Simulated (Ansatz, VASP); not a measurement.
**One calculation of Si3N4, two programs**

```
Si N
1.0
     0.00000    3.84544    3.84544
     3.84544    0.00000    3.84544
     3.84544    3.84544    0.00000
Si N
6 8
Direct
  0.62500 0.62500 0.12500
  0.62500 0.12500 0.62500
  0.12500 0.62500 0.62500
  0.62500 0.62500 0.62500
  0.25000 0.25000 0.25000
  0.00000 0.00000 0.00000
  0.86757 0.86757 0.86757
  0.85271 0.38243 0.38243
  0.38243 0.38243 0.85271
  0.38243 0.85271 0.38243
  0.86757 0.86757 0.39729
  0.86757 0.39729 0.86757
  0.38243 0.38243 0.38243
  0.39729 0.86757 0.86757
```

Alike in both runs: functional LDA; k mesh 6 × 6 × 6; occupations gaussian, width 0.02 eV; no spin polarisation.

Ansatz relaxed the structure, and its values are those at the end. VASP's run is a single point on that final structure, the one shown.

|  | VASP | Ansatz |
| --- | --- | --- |
| version | VASP 6.6.1 | Ansatz 0.2.0 |
| potentials or method | VASP PAW LDA potentials, release 64 (Si, N), cutoff 520 eV | scalar-relativistic, plane waves, PAW |
| valence electrons in the cell | 64 | 64 |

```csv
,VASP,Ansatz,Ansatz less VASP
gap on the k mesh at the Fermi level (eV),3.35,3.36,+0.011
least direct gap on the mesh (eV),3.38,3.39,+0.013
pressure (GPa),0.7,0.0,-0.74
rms of the force components (eV/Å),0.006,0.000,-0.0060
```

Ansatz warns that its potentials were made for another functional, while VASP's fit it. LDA's correlation is that of Perdew and Zunger in VASP and of Perdew and Wang (1992) in Ansatz.
